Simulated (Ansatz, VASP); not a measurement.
## MgO in VASP and in Ansatz

Contents of INCAR:

```
SYSTEM = MgO
PREC     = Accurate       ! precision mode
ENCUT    = 520            ! plane-wave cutoff, eV
EDIFF    = 1E-7           ! SCF threshold, eV
ISMEAR   = 0              ! smearing method
SIGMA    = 0.05           ! smearing width, eV
LREAL    = .FALSE.        ! projectors in reciprocal space
LASPH    = .TRUE.         ! aspherical terms in the spheres
NELM     = 100            ! most SCF steps
ALGO     = Normal         ! electronic algorithm
ISIF     = 2              ! what is computed and relaxed
LWAVE    = .FALSE.        ! write WAVECAR
LCHARG   = .TRUE.         ! write CHGCAR
GGA      = PE             ! functional
LELF     = .TRUE.         ! ELF
LVHAR    = .TRUE.       
NBANDS   = 36             ! bands
```

The input KPOINTS:

```
regular mesh
0
G
  4 4 4
  0 0 0
```

Contents of POSCAR:

```
MgO
1.0
    5.6335409551      0.0000000000      0.0000000000
    0.0000000000      5.6335409551      0.0000000000
    0.0000000000      0.0000000000      5.6335409551
Mg O
6 6
Direct
    0.2500000000     -0.0079878713      0.5000000000
    0.0000000000      0.5079878713      0.2500000000
    0.5000000000      0.7500000000      0.0000000000
    0.7500000000     -0.0079878713      0.5000000000
    0.0000000000      0.5079878713      0.7500000000
    0.5000000000      0.2500000000      0.0000000000
    0.2500000000      0.5062608674      0.0000000000
    0.5000000000     -0.0062608674      0.2500000000
    0.0000000000      0.7500000000      0.5000000000
    0.7500000000      0.5062608674      0.0000000000
    0.5000000000     -0.0062608674      0.7500000000
    0.0000000000      0.2500000000      0.5000000000
```

Input for Ansatz:

```yaml
crystal:
  lattice:
    - [5.6335409551, 0.0, 0.0]
    - [0.0, 5.6335409551, 0.0]
    - [0.0, 0.0, 5.6335409551]
  atoms:
    - { symbol: Mg, position: [0.25, -0.0079878713, 0.5] }
    - { symbol: Mg, position: [0.0, 0.5079878713, 0.25] }
    - { symbol: Mg, position: [0.5, 0.75, 0.0] }
    - { symbol: Mg, position: [0.75, -0.0079878713, 0.5] }
    - { symbol: Mg, position: [0.0, 0.5079878713, 0.75] }
    - { symbol: Mg, position: [0.5, 0.25, 0.0] }
    - { symbol: O, position: [0.25, 0.5062608674, 0.0] }
    - { symbol: O, position: [0.5, -0.0062608674, 0.25] }
    - { symbol: O, position: [0.0, 0.75, 0.5] }
    - { symbol: O, position: [0.75, 0.5062608674, 0.0] }
    - { symbol: O, position: [0.5, -0.0062608674, 0.75] }
    - { symbol: O, position: [0.0, 0.25, 0.5] }
basis:
  ecutwfc: 520.0
kpoints:
  mp_grid: { grid: [4, 4, 4] }
hamiltonian:
  xc: pbe
  pseudopotentials: { kind: paw, azcp: { folder: soft_1 } }
scf:
  occupations: { method: gaussian, width: 0.05 }
output:
  forces: true
  stress: true
  eigenvalues: true
```

Change from the starting cell: mode 14 frozen in at -0.045 Å and mode 24 at +0.000 Å (largest displacements).

Alike in both runs: task single point; functional PBE; k mesh 4 × 4 × 4; occupations gaussian, width 0.05 eV; no spin polarisation.

|  | VASP | Ansatz |
| --- | --- | --- |
| version | VASP 6.6.1 | Ansatz 0.2.0 |
| potentials or method | VASP PAW PBE potentials, release 64 (Mg, O), cutoff 520 eV | scalar-relativistic, plane waves, PAW |
| valence electrons in the cell | 48 | 96 |

|  | VASP | Ansatz | Ansatz less VASP |
| --- | --- | --- | --- |
| gap on the k mesh at the Fermi level (eV) | 2.88 | 2.89 | +0.014 |
| least direct gap on the mesh (eV) | 2.88 | 2.89 | +0.014 |
| pressure (GPa) | -0.2 | 0.1 | +0.32 |
| rms of the force components (eV/Å) | 0.193 | 0.191 | -0.0016 |

Atom by atom the forces differ by 0.002 eV/Å (rms over components). The functional is the same, so the differences come from potentials, cutoffs and numerics. VASP's potentials hold 48 valence electrons a cell and Ansatz's 96, so a difference there can come from the potentials and not from the codes.
